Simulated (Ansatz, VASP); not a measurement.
## Cd2HgS3: VASP beside Ansatz

```
Cd Hg S
1.0
     4.21147    0.00000    0.00000
    -2.10574    3.64724    0.00000
     0.00000    0.00000   20.57822
Cd Hg S
4 2 6
Cartesian
  0.0000 2.4315 0.0267
  0.0000 2.4315 6.8418
  2.1057 1.2157 3.4352
  2.1057 1.2157 10.2462
  0.0000 2.4315 13.7013
  2.1057 1.2157 17.1798
  0.0000 2.4315 2.5972
  0.0000 2.4315 9.4104
  0.0000 2.4315 16.2919
  2.1057 1.2157 6.0039
  2.1057 1.2157 12.8179
  2.1057 1.2157 19.7724
```

Alike in both runs: functional PBE; k mesh 6 × 6 × 1; occupations gaussian, width 0.1 eV; no spin polarisation.

Ansatz relaxed the structure, and its values are those at the end. VASP's run is a single point on that final structure, the one shown.

```csv
,VASP,Ansatz
version,VASP 6.6.1,Ansatz 0.2.0
potentials or method,"VASP PAW PBE potentials, release 64 (Cd, Hg, S), cutoff 520 eV","scalar-relativistic, plane waves, PAW"
valence electrons in the cell,108,156
```

```csv
,VASP,Ansatz,Ansatz less VASP
gap on the k mesh at the Fermi level (eV),0.31,0.31,+0.001
least direct gap on the mesh (eV),0.31,0.31,+0.001
pressure (GPa),0.2,0.0,-0.27
rms of the force components (eV/Å),0.012,0.012,+0.0001
```

VASP's potentials hold 108 valence electrons a cell and Ansatz's 156, so a difference there can come from the potentials and not from the codes.

Spin-orbit coupling is off throughout.
